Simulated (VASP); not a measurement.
NaF:

```
Na F
1.0
     3.69149    0.00000    0.00000
    -1.84574    3.19692    0.00000
     0.00000    0.00000    5.74231
Na F
2 2
Direct
  0.33333 0.66667 0.94432
  0.66667 0.33333 0.44432
  0.66667 0.33333 0.05568
  0.33333 0.66667 0.55568
```

The cell was generated, and may not be a known phase.

- Program: VASP 6.6.1
- Task: relaxation of cell and atoms
- Functional: PBE
- Potentials or basis: VASP PAW PBE potentials, release 64 (Na_pv, F)
- Cutoff: 600 eV
- k mesh: 9 × 9 × 4
- Occupations: gaussian, width 0.02 eV
- Spin: no spin polarisation

At the start: pressure 0.1 GPa; volume 16.94 Å³/atom.

Question: Where does the relaxation end?

Answer: Over 28 steps the energy falls by 40.4 meV/atom and the volume is 15.60 Å³/atom (-7.9 %); space group P6_3mc (No. 186, to 0.1 Å) before, P6_3/mmc (No. 194, to 0.1 Å).

Step by step:
```
step  energy change (eV)  largest force (eV/Å)  pressure (GPa)  volume (Å³)
   1              0.0000                0.0243            0.07        67.77
   2             -0.0003                0.0254            0.00        67.84
   3             -0.0011                0.0294           -0.10        68.06
   4             -0.0018                0.0366           -0.29        68.50
   5             -0.0021                0.0352           -0.32        68.46
   6             -0.0027                0.0331           -0.32        68.37
   7             -0.0039                0.0303           -0.28        68.20
   8             -0.0062                0.0255           -0.23        67.84
   9             -0.0113                0.0274           -0.03        67.12
  10             -0.0281                0.0651            0.15        65.60
  11             -0.1038                0.2048            0.66        62.33
  12              1.0215                3.0906           16.22        54.76
  13             -0.0639                0.4012            1.32        62.06
  14             -0.0764                0.2649            3.50        58.57
  15             -0.0913                0.4415            2.05        60.29
  16             -0.0946                0.4015            2.57        59.54
  17             -0.0919                0.3722            2.87        59.22
  18             -0.1220                0.2695            1.94        60.12
  19             -0.1566                0.1034            0.23        62.27
  20             -0.1591                0.0693           -0.22        62.94
  21             -0.1592                0.0611           -0.36        63.12
  22             -0.1592                0.0650           -0.27        63.04
  23             -0.1599                0.0562           -0.18        62.88
  24             -0.1612                0.0312            0.18        62.40
  25             -0.1613                0.0277            0.12        62.33
  26             -0.1613                0.0204            0.20        62.20
  27             -0.1616                0.0108            0.07        62.33
  28             -0.1617                0.0052            0.01        62.41
```

Final structure:
```
Na F
1.0
     3.93451    0.00000    0.00000
    -1.96726    3.40739    0.00000
     0.00000    0.00000    4.65504
Na F
2 2
Cartesian
  0.0000 2.2716 4.6538
  1.9673 1.1358 2.3263
  1.9673 1.1358 0.0013
  0.0000 2.2716 2.3288
```

Caveat: a cell axis changed by over 15 % at a fixed basis, so the end point is rough.
